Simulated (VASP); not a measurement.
# BeS in VASP: further runs

The runs below take BeS through single point, with HSE06.

Program: VASP 6.6.1. These are calculated values, not measurements. Logs are shortened: lines on timing, memory, paths and dates and some standing lists are left out, and cuts for length are marked.

### Step 1. The cell of the first run

The structure is cubic, space group F-43m (No. 216). The conventional cell has a = 4.820 Å, b = 4.820 Å, c = 4.820 Å, α = 90.00°, β = 90.00°, γ = 90.00°. Within 2.8 Å of Be (site symmetry -43m) lie 4 S at 2.09 Å. S (site symmetry -43m) has 4 Be at 2.09 Å within 2.8 Å.

### Step 2. Single point, HSE06 (strain -1.0%)

The input, POSCAR:

```
BeS
1.0
    0.0000000000      2.4099631659      2.4099631659
    2.4099631659      0.0000000000      2.4099631659
    2.4099631659      2.4099631659      0.0000000000
Be S
1 1
Direct
    0.0000000000      0.0000000000      0.0000000000
    0.2500000000      0.2500000000      0.2500000000
```

The input, INCAR.step1:

```
SYSTEM = BeS
PREC = Accurate
ENCUT = 520
EDIFF = 1E-5
ISMEAR = 0
SIGMA = 0.01
LREAL = .FALSE.
LASPH = .TRUE.
NELM = 60
ALGO = Normal
ISIF = 2
LWAVE = .TRUE.
LCHARG = .FALSE.
NBANDS = 11
GGA = PE
```

The input, INCAR.step2:

```
SYSTEM = BeS
PREC = Accurate
ENCUT = 520
EDIFF = 1E-7
ISMEAR = 0
SIGMA = 0.01
LREAL = .FALSE.
LASPH = .TRUE.
NELM = 60
ALGO = Normal
ISIF = 2
LWAVE = .FALSE.
LCHARG = .FALSE.
GGA = PE
LHFCALC = .TRUE.
HFSCREEN = 0.2079
PRECFOCK = Normal
NBANDS = 11
ISTART = 1
```

The input, KPOINTS:

```
Automatic mesh
0
G
  6 6 6
  0 0 0
```

Potentials or basis: VASP PAW PBE potentials, release 64 (Be, S).

Started as:

```
$ cat potpaw_PBE.64/Be/POTCAR potpaw_PBE.64/S/POTCAR > POTCAR
$ cp INCAR.step1 INCAR
$ mpirun -np 1 vasp_std > vasp.out
$ cp INCAR.step2 INCAR
$ mpirun -np 1 vasp_std > vasp.out
```

OUTCAR:

```text
SYSTEM = BeS
   PREC = Accurate
   ENCUT = 520
   EDIFF = 1E-7
   ISMEAR = 0
   LREAL = .FALSE.
   LASPH = .TRUE.
   NELM = 60
   ISIF = 2
   GGA = PE
   LHFCALC = .TRUE.
   HFSCREEN = 0.2079
   PRECFOCK = Normal
   ISTART = 1

 ion  position               nearest neighbor table
   1  0.000  0.000  0.000-   2 2.09   2 2.09   2 2.09   2 2.09
   2  0.250  0.250  0.250-   1 2.09   1 2.09   1 2.09   1 2.09

  LATTYP: Found a face centered cubic cell.
 ALAT       =     4.8199263318

  Lattice vectors:

 A1 = (   0.0000000000,   2.4099631659,   2.4099631659)
 A2 = (   2.4099631659,   0.0000000000,   2.4099631659)
 A3 = (   2.4099631659,   2.4099631659,   0.0000000000)

Analysis of symmetry for initial positions (statically):
=====================================================================
 Subroutine PRICEL returns:
 Original cell was already a primitive cell.

 Routine SETGRP: Setting up the symmetry group for a
 face centered cubic supercell.

 Subroutine GETGRP returns: Found 24 space group operations
 (whereof 24 operations were pure point group operations)
 out of a pool of 48 trial point group operations.

The static configuration has the point symmetry T_d .

Analysis of symmetry for dynamics (positions and initial velocities):
=====================================================================
 Subroutine PRICEL returns:
 Original cell was already a primitive cell.

 Routine SETGRP: Setting up the symmetry group for a
 face centered cubic supercell.

 Subroutine GETGRP returns: Found 24 space group operations
 (whereof 24 operations were pure point group operations)
 out of a pool of 48 trial point group operations.

The dynamic configuration has the point symmetry T_d .

 Subroutine INISYM returns: Found 24 space group operations
 (whereof 24 operations are pure point group operations),
 and found     1 'primitive' translations

----------------------------------------------------------------------------------------

                                     Primitive cell

  volume of cell :      27.9938

  direct lattice vectors                    reciprocal lattice vectors
     0.000000000  2.409963166  2.409963166    -0.207472051  0.207472051  0.207472051
     2.409963166  0.000000000  2.409963166     0.207472051 -0.207472051  0.207472051
     2.409963166  2.409963166  0.000000000     0.207472051  0.207472051 -0.207472051

  length of vectors
     3.408202594  3.408202594  3.408202594     0.359352133  0.359352133  0.359352133

  position of ions in fractional coordinates (direct lattice)
     0.000000000  0.000000000  0.000000000
     0.250000000  0.250000000  0.250000000

  ion indices of the primitive-cell ions
   primitive index   ion index
                 1           1
                 2           2

----------------------------------------------------------------------------------------

 KPOINTS: Automatic mesh

Automatic generation of k-mesh.
 Grid dimensions read from file:
 generate k-points for:    6    6    6

 Generating k-lattice:

  Cartesian coordinates                     Fractional coordinates (reciprocal lattice)
    -0.034578675  0.034578675  0.034578675     0.166666667  0.000000000  0.000000000
     0.034578675 -0.034578675  0.034578675     0.000000000  0.166666667  0.000000000
     0.034578675  0.034578675 -0.034578675     0.000000000  0.000000000  0.166666667

  Length of vectors
     0.059892022  0.059892022  0.059892022

  Shift w.r.t. Gamma in fractional coordinates (k-lattice)
     0.000000000  0.000000000  0.000000000

 Subroutine IBZKPT returns following result:
 ===========================================

 Found     16 irreducible k-points:

 Following reciprocal coordinates:
            Coordinates               Weight
  0.000000  0.000000  0.000000      1.000000
  0.166667  0.000000  0.000000      8.000000
  0.333333  0.000000  0.000000      8.000000
  0.500000  0.000000  0.000000      4.000000
  0.166667  0.166667  0.000000      6.000000
  0.333333  0.166667  0.000000     24.000000
[... 8 lines left out ...]
 -0.333333  0.333333  0.166667     24.000000
 -0.333333  0.500000  0.166667     12.000000
   k-points           NKPTS =     16   k-points in BZ     NKDIM =    216   number of bands    NBANDS=     11
   number of dos      NEDOS =    301   number of ions     NIONS =      2
   total plane-waves  NPLWV =  21952
   dimension x,y,z NGX =    28 NGY =   28 NGZ =   28
   dimension x,y,z NGXF=    56 NGYF=   56 NGZF=   56
   ions per type =               1   1
   NGX,Y,Z   is equivalent  to a cutoff of  13.66, 13.66, 13.66 a.u.
   NGXF,Y,Z  is equivalent  to a cutoff of  27.32, 27.32, 27.32 a.u.
 SYSTEM =  BeS
   PREC   = accura    normal or accurate (medium, high low for compatibility)
   ISTART =      1    job   : 0-new  1-cont  2-samecut
   ICHARG =      0    charge: 1-file 2-atom 10-const
   ISPIN  =      1    spin polarized calculation?
   LNONCOLLINEAR =      F non collinear calculations
   LSORBIT =      F    spin-orbit coupling
   LASPH  =      T    aspherical Exc in radial PAW
   ENCUT  =  520.0 eV  38.22 Ry    6.18 a.u.   6.34  6.34  6.34*2*pi/ulx,y,z
   NELM   =     60;   NELMIN=  2; NELMDL=  0     # of ELM steps
   EDIFF  = 0.1E-06   stopping-criterion for ELM
   LREAL  =      F    real-space projection
   EDIFFG = 0.1E-05   stopping-criterion for IOM
   NSW    =      0    number of steps for IOM
   IBRION =     -1    ionic relax: 0-MD 1-quasi-New 2-CG
   NFREE  =      0    steps in history (QN), initial steepest desc. (CG)
   ISIF   =      2    stress and relaxation
   ISYM   =      3    0-nonsym 1-usesym 2-fastsym
   POTIM  = 0.5000    time-step for ionic-motion
   TEBEG  =    0.0;   TEEND  =   0.0 temperature during run
   PSTRESS=    0.0 pullay stress
   NELECT =       8.0000    total number of electrons
   NUPDOWN=      -1.0000    fix difference up-down
   EMIN   =  10.00;   EMAX   =-10.00  energy-range for DOS
   EFERMI =   0.00;   METHOD = LEGACY
   ISMEAR =     0;   SIGMA  =   0.01  broadening in eV -4-tet -1-fermi 0-gaus
   EFERMI_NEDOS =   21; number of points for ismear=-14 and -15
   IALGO  =     38    algorithm
   IMIX   =      1    mixing-type and parameters
     AMIX     =   0.40;   BMIX     =  1.00
     AMIX_MAG =   1.60;   BMIX_MAG =  1.00
  volume/ion in A,a.u.               =      14.00        94.46
  Fermi-wavevector in a.u.,A,eV,Ry     =   1.078329  2.037745 15.820751  1.162792
  Thomas-Fermi vector in A             =   2.214264
   LORBIT       =      0    0 simple, 1 ext, 2 COOP (PROOUT), +10 PAW based schemes
   GGA     = PE    functional components
   LHFCALC =     T    Hartree Fock is set to
   PRECFOCK=normal    Normal, Fast or Accurate (Low or Medium for compatibility)
   ENCUT4O =  -1.0   cutoff for four orbital integrals eV
   NKREDX  =     1    reduce k-point grid by
   NKREDY  =     1    reduce k-point grid by
   NKREDZ  =     1    reduce k-point grid by
   AEXX    =    0.2500 exact exchange contribution
   HFSCREEN=    0.2079 screening length (either q_TF or 0.3 A-1)
   HFSCREENC=   0.2079 screening length for correlation (either q_TF or 0.3 A-1)
   ENCUTFOCK=  -1.0 apply spherical cutoff to Coloumb kernel
   IVDW    =     0    specifies the selected vdW correction
   LEPSILON=     F    determine dielectric tensor
   LRPA    =     F    only Hartree local field effects (RPA)
 non-spin polarized calculation
 Gauss-broadening in eV      SIGMA  =   0.01
  energy-cutoff  :      520.00
  volume of cell :       27.99
 maximum number of plane-waves:       769
 NGX is ok and might be reduce to    28
  NGX = 20; NGY = 20; NGZ = 20

 number of electron       8.0000000 magnetization

 Free energy of the ion-electron system (eV)
  ---------------------------------------------------
  ext. energy  EPLUGINS =         0.00000000
  ---------------------------------------------------
  free energy    TOTEN  =       -11.38494991 eV

  energy without entropy =      -11.38494991  energy(sigma->0) =      -11.38494991

 E-fermi :   3.7812     XC(G=0):  -8.1485

 val. band max:        3.7167025099   @ k =   0.0000   0.0000   0.0000
 cond. band min:       7.7225710926   @ k =   0.5000   0.5000   0.0000
 fundamental gap:      4.0058685827
 Fermi energy:         3.7812473228

 k-point     1 :       0.0000    0.0000    0.0000
  band No.  band energies     occupation
      1     -11.5070      2.00000
      2       3.7167      2.00000
      3       3.7167      2.00000
      4       3.7167      2.00000
      5      10.5730      0.00000
      6      10.5730      0.00000
      7      10.5730      0.00000
      8      10.9483      0.00000
      9      18.0296      0.00000
     10      18.0296      0.00000
     11      20.1428      0.00000

 k-point     2 :       0.1667    0.0000    0.0000
  band No.  band energies     occupation
      1     -11.1558      2.00000
      2       1.6442      2.00000
      3       3.3589      2.00000
      4       3.3589      2.00000
      5      10.5145      0.00000
      6      11.1895      0.00000
      7      11.1895      0.00000
      8      13.0344      0.00000
      9      17.0156      0.00000
     10      17.0156      0.00000
     11      19.7468      0.00000

 k-point     3 :       0.3333    0.0000    0.0000
  band No.  band energies     occupation
      1     -10.2741      2.00000
      2      -1.3715      2.00000
      3       2.7963      2.00000
      4       2.7963      2.00000
      5      10.4390      0.00000
      6      11.6160      0.00000
      7      11.6160      0.00000
      8      15.6516      0.00000
      9      17.8549      0.00000
     10      17.8549      0.00000
     11      19.5232      0.00000

 k-point     4 :       0.5000    0.0000    0.0000
  band No.  band energies     occupation
      1      -9.6705      2.00000
      2      -2.7741      2.00000
      3       2.5648      2.00000
      4       2.5648      2.00000
      5      10.3967      0.00000
      6      11.4835      0.00000
      7      11.4835      0.00000
      8      16.3561      0.00000
      9      20.3970      0.00000
     10      20.3970      0.00000
     11      20.6537      0.00000

 k-point     5 :       0.1667    0.1667    0.0000
  band No.  band energies     occupation
      1     -11.0388      2.00000
      2       2.0444      2.00000
      3       2.6919      2.00000
      4       2.6919      2.00000
      5       9.8094      0.00000
      6      12.2918      0.00000
      7      12.2918      0.00000
      8      12.3659      0.00000
      9      15.4856      0.00000
     10      18.6688      0.00000
     11      21.2944      0.00000
[... 99 lines left out ...]
 k-point    13 :       0.5000    0.5000    0.0000
  band No.  band energies     occupation
      1      -9.0466      2.00000
      2      -1.9314      2.00000
      3       0.7674      2.00000
      4       0.7674      2.00000
      5       7.7226      0.00000
      6       9.6598      0.00000
      7      18.3989      0.00000
      8      18.3989      0.00000
      9      21.2323      0.00000
     10      21.9052      0.00000
     11      22.3840      0.00000

 k-point    14 :       0.5000    0.3333    0.1667
  band No.  band energies     occupation
      1      -9.6193      2.00000
      2      -1.1788      2.00000
      3       0.3832      2.00000
      4       1.6017      2.00000
      5      10.6069      0.00000
      6      11.9028      0.00000
      7      12.9513      0.00000
      8      15.6140      0.00000
      9      17.9706      0.00000
     10      20.1055      0.00000
     11      22.3357      0.00000

 k-point    15 :      -0.3333    0.3333    0.1667
  band No.  band energies     occupation
      1      -9.1774      2.00000
      2      -1.7317      2.00000
      3      -0.1264      2.00000
      4       1.0721      2.00000
      5      10.9961      0.00000
      6      12.0234      0.00000
      7      14.7207      0.00000
      8      15.4618      0.00000
      9      16.5534      0.00000
     10      21.0918      0.00000
     11      21.9140      0.00000

 k-point    16 :      -0.3333    0.5000    0.1667
  band No.  band energies     occupation
      1      -8.9991      2.00000
      2      -1.4548      2.00000
      3      -0.0991      2.00000
      4       0.1830      2.00000
      5       9.9077      0.00000
      6      11.5604      0.00000
      7      15.2970      0.00000
      8      15.8049      0.00000
      9      19.9880      0.00000
     10      20.1041      0.00000
     11      22.6560      0.00000

------------------------ aborting loop because EDIFF is reached ----------------------------------------

  FORCE on cell =-STRESS in cart. coord.  units (eV):
  Direction    XX          YY          ZZ          XY          YZ          ZX
  --------------------------------------------------------------------------------------
  -------------------------------------------------------------------------------------
  Total        0.3464300      0.3464300      0.3464300      0.0000000      0.0000000     -0.0000000
  in kB       19.8273578     19.8273578     19.8273578      0.0000000      0.0000000     -0.0000000
  external PRESSURE =      19.8273578 kB  Pullay stress =       0.0000000 kB

 VOLUME and BASIS-vectors are now :
 -----------------------------------------------------------------------------
  energy-cutoff  :      520.00
  volume of cell :       27.99
      direct lattice vectors                 reciprocal lattice vectors
     0.000000000  2.409963166  2.409963166    -0.207472051  0.207472051  0.207472051
     2.409963166  0.000000000  2.409963166     0.207472051 -0.207472051  0.207472051
     2.409963166  2.409963166  0.000000000     0.207472051  0.207472051 -0.207472051

 POSITION                                       TOTAL-FORCE (eV/Angst)
 -----------------------------------------------------------------------------------
      0.00000      0.00000      0.00000         0.000000      0.000000      0.000000
      1.20498      1.20498      1.20498        -0.000000     -0.000000     -0.000000
 -----------------------------------------------------------------------------------
    total drift:                                0.000000     -0.000000      0.000000

  FREE ENERGIE OF THE ION-ELECTRON SYSTEM (eV)
  ---------------------------------------------------
  free  energy   TOTEN  =       -11.3849499109 eV

  energy  without entropy=      -11.3849499109  energy(sigma->0) =      -11.38494991
```

It took 4.3 min on 1 thread of Intel Xeon 6975P-C (Granite Rapids), shared host; peak memory 0.25 GiB.

Results:

```
Free energy            : -11.3849 eV
Pressure               : 2.0 GPa
Band gap on the k mesh : 4.01 eV (least direct gap 6.86 eV)
```

Levels at points of the mesh, in eV from the valence-band top:
```csv
k point,band 2,band 3,band 4,band 5,band 6,band 7
"(0.00, 0.00, 0.00)",0.00,0.00,0.00,6.86,6.86,6.86
"(0.50, 0.00, 0.00)",-6.49,-1.15,-1.15,6.68,7.77,7.77
"(0.50, 0.50, 0.00)",-5.65,-2.95,-2.95,4.01,5.94,14.68
```

Caveat: the cell differs from its parent crystal (strain -1.0%); the PAW data sets were made with another functional, which shifts forces and pressure a little. A k mesh can miss the band edges.

### Step 3. Single point, HSE06 (strain +5.0%)

The input, POSCAR:

```
BeS
1.0
    0.0000000000      2.5560215396      2.5560215396
    2.5560215396      0.0000000000      2.5560215396
    2.5560215396      2.5560215396      0.0000000000
Be S
1 1
Direct
    0.0000000000      0.0000000000      0.0000000000
    0.2500000000      0.2500000000      0.2500000000
```

The input, INCAR.step1:

```
PREC = Accurate
ENCUT = 520
EDIFF = 1E-5
ISMEAR = 0
SIGMA = 0.01
LREAL = False
LASPH = True
NELM = 60
ALGO = Normal
ISIF = 2
LWAVE = True
LCHARG = False
NBANDS = 11
GGA = PE
```

The input, INCAR.step2:

```
PREC = Accurate
ENCUT = 520
EDIFF = 1E-7
ISMEAR = 0
SIGMA = 0.01
LREAL = False
LASPH = True
NELM = 60
ALGO = Normal
ISIF = 2
LWAVE = False
LCHARG = False
GGA = PE
LHFCALC = True
HFSCREEN = 0.2079
PRECFOCK = Normal
NBANDS = 11
ISTART = 1
```

The input, KPOINTS:

```
regular mesh
0
Gamma
  6 6 6
```

Potentials or basis: VASP PAW PBE potentials, release 64 (Be, S).

Started as:

```
$ cat potpaw_PBE.64/Be/POTCAR potpaw_PBE.64/S/POTCAR > POTCAR
$ cp INCAR.step1 INCAR
$ mpirun -np 1 vasp_std > vasp.out
$ cp INCAR.step2 INCAR
$ mpirun -np 1 vasp_std > vasp.out
```

Wall time 6.9 min (1 thread of Intel Xeon 6975P-C (Granite Rapids), shared host); peak memory 0.26 GiB.

It converged, with:

```
Free energy            : -11.1906 eV
Pressure               : -11.6 GPa
Band gap on the k mesh : 4.35 eV (least direct gap 5.74 eV)
```

Levels at points of the mesh, in eV from the valence-band top:
| k point | band 2 | band 3 | band 4 | band 5 | band 6 | band 7 |
| --- | --- | --- | --- | --- | --- | --- |
| (0.00, 0.00, 0.00) | 0.00 | 0.00 | 0.00 | 5.74 | 6.87 | 6.87 |
| (0.50, 0.00, 0.00) | -5.33 | -0.91 | -0.91 | 5.99 | 7.74 | 7.74 |
| (0.50, 0.50, 0.00) | -4.73 | -2.34 | -2.34 | 4.35 | 6.02 | 13.18 |

Caveat: the cell differs from its parent crystal (strain +5.0%); the cell stands under tension; the PAW data sets were made with another functional, which shifts forces and pressure a little.

### Step 4. Single point, HSE06 (uniaxial x strain -2.5%)

The input, POSCAR:

```
BeS
1.0
    0.0000000000      2.4343062282      2.4343062282
    2.3734485725      0.0000000000      2.4343062282
    2.3734485725      2.4343062282      0.0000000000
Be S
1 1
Direct
    0.0000000000      0.0000000000      0.0000000000
    0.2500000000      0.2500000000      0.2500000000
```

The input, INCAR.step1:

```
ALGO = Normal
EDIFF = 1E-5
ENCUT = 520
GGA = PE
ISIF = 2
ISMEAR = 0
LASPH = T
LCHARG = F
LREAL = F
LWAVE = T
NBANDS = 11
NELM = 60
PREC = Accurate
SIGMA = 0.01
```

The input, INCAR.step2:

```
ALGO = Normal
EDIFF = 1E-7
ENCUT = 520
GGA = PE
HFSCREEN = 0.2079
ISIF = 2
ISMEAR = 0
ISTART = 1
LASPH = T
LCHARG = F
LHFCALC = T
LREAL = F
LWAVE = F
NBANDS = 11
NELM = 60
PREC = Accurate
PRECFOCK = Normal
SIGMA = 0.01
```

The input, KPOINTS:

```
k-points
0
Gamma
  6 6 6
```

Started as:

```
$ cat potpaw_PBE.64/Be/POTCAR potpaw_PBE.64/S/POTCAR > POTCAR
$ cp INCAR.step1 INCAR
$ mpirun -np 1 vasp_std > vasp.out
$ cp INCAR.step2 INCAR
$ mpirun -np 1 vasp_std > vasp.out
```

Run time: 7.9 min. Hardware: 1 thread of Intel Xeon 6975P-C (Granite Rapids), shared host; peak memory 0.26 GiB.

Results (log left out):

| Quantity | Value |
| --- | --- |
| Free energy | -11.3827 eV |
| Pressure | 1.5 GPa |
| Band gap on the k mesh | 3.79 eV (least direct gap 6.75 eV) |

Stress tensor (GPa, compression positive):
```
3.14 0.00 0.00
0.00 0.62 0.00
0.00 0.00 0.62
```

Levels at points of the mesh, in eV from the valence-band top:
```csv
k point,band 1,band 2,band 3,band 4,band 5,band 6,band 7,band 8
"(0.00, 0.00, 0.00)",-15.28,-0.13,-0.13,0.00,6.75,6.78,6.78,7.09
"(0.50, 0.00, 0.00)",-13.45,-6.55,-1.36,-1.11,6.53,7.55,7.85,12.53
"(0.50, 0.50, 0.00)",-12.88,-5.77,-2.97,-2.92,4.00,5.94,14.45,14.58
"(0.00, 0.50, 0.50)",-12.75,-5.58,-3.16,-3.16,3.79,5.69,14.55,14.55
```

Caveat: the cell differs from its parent crystal (uniaxial x strain -2.5%); the PAW data sets were made with another functional, which shifts forces and pressure a little. A k mesh can miss the band edges.

### Step 5. The runs side by side

```tsv
cell	gap on the mesh (eV)	pressure (GPa)
a = 3.408 Å, angles 60.0°, 2 atoms	4.01	2.0
a = 3.615 Å, angles 60.0°, 2 atoms	4.35	-11.6
a = 3.443, b = 3.400, c = 3.400 Å, angles 60.8, 59.6, 59.6°, 2 atoms	3.79	1.5
```

Alike in all rows: task single point; level HSE06; potentials or basis VASP PAW PBE potentials, release 64 (Be, S); no spin polarisation; k mesh 6 × 6 × 6; cutoff (eV) 520; smearing gaussian 0.01 eV.

Caveats: the PAW data sets were made with another functional, which shifts forces and pressure a little; the cell stands under tension (at least some runs).

Total energies depend on the potentials used, so only differences within one code and one set of settings carry meaning.
